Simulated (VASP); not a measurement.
ZnS, 2 atoms in the cell. Symmetry: Cm, No. 8, monoclinic system. Conventional cell: a = 6.625 Å, b = 3.825 Å, c = 3.825 Å, α = 90.00°, β = 125.26°, γ = 90.00°. Zn (site symmetry m) has 4 S at 2.26 to 2.42 Å within 3.0 Å. S (site symmetry m) has 4 Zn at 2.26 to 2.42 Å within 3.0 Å.  This cell differs from its parent crystal: all S atoms moved -0.100 Å, as atom 2 towards its neighbour atom 2 (S) at 3.825 Å.

* Program: VASP 6.6.1
* Task: single point
* Functional: r2SCAN
* Potentials or basis: VASP PAW PBE potentials, release 64 (Zn, S)
* Cutoff: 520 eV
* k mesh: 8 × 8 × 8
* Occupations: gaussian, width 0.05 eV
* Spin: no spin polarisation
* Dipole correction: no
* Further INCAR settings: ALGO = Normal; EDIFF = 1e-06; NBANDS = 16

Potentials or basis: VASP PAW PBE potentials, release 64 (Zn, S).

Run with:

```sh
$ cat potpaw_PBE.64/Zn/POTCAR potpaw_PBE.64/S/POTCAR > POTCAR
$ cp INCAR.step1 INCAR
$ mpirun -np 1 vasp_std > vasp.out
$ cp INCAR.step2 INCAR
$ mpirun -np 1 vasp_std > vasp.out
```

Hardware: 1 thread of Intel(R) Xeon(R) Platinum 8488C (Sapphire Rapids) (shared host).

Problem. Estimate the wall time of this run.

Solution. Wall time 4 min on 1 thread of Intel(R) Xeon(R) Platinum 8488C (Sapphire Rapids) (shared host), peak memory 0.23 GiB. Counts: k points 150.
